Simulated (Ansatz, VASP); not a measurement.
**ZnCu in VASP and in Ansatz**

```
CELL_PARAMETERS angstrom
2.86943 0.00000 0.00000
0.00000 2.86943 0.00000
0.00000 0.00000 2.86943
ATOMIC_POSITIONS crystal
Zn 0.50000 0.50000 0.50000
Cu 0.00000 0.00000 0.00000
```

Alike in both runs: functional LDA; k mesh 14 × 14 × 14; occupations gaussian, width 0.1 eV; no spin polarisation.

Ansatz relaxed the structure, and its values are those at the end. VASP's run is a single point on that final structure, the one shown.

|  | VASP | Ansatz |
| --- | --- | --- |
| version | VASP 6.6.1 | Ansatz 0.2.0 |
| potentials or method | VASP PAW LDA potentials, release 64 (Zn, Cu), cutoff 520 eV | scalar-relativistic, plane waves, PAW |
| valence electrons in the cell | 23 | 31 |

Ansatz gave:

| Item | Value |
| --- | --- |
| gap on the k mesh at the Fermi level (eV) | none |
| pressure (GPa) | 0.0 |

Task: Estimate VASP's values.

Result: gap on the k mesh at the Fermi level (eV): none; pressure (GPa): 1.2.

LDA's correlation is that of Perdew and Zunger in VASP and of Perdew and Wang (1992) in Ansatz. A gap of «none» marks a metal or a gap that the smearing closes. VASP's potentials hold 23 valence electrons a cell and Ansatz's 31, so a difference there can come from the potentials and not from the codes.
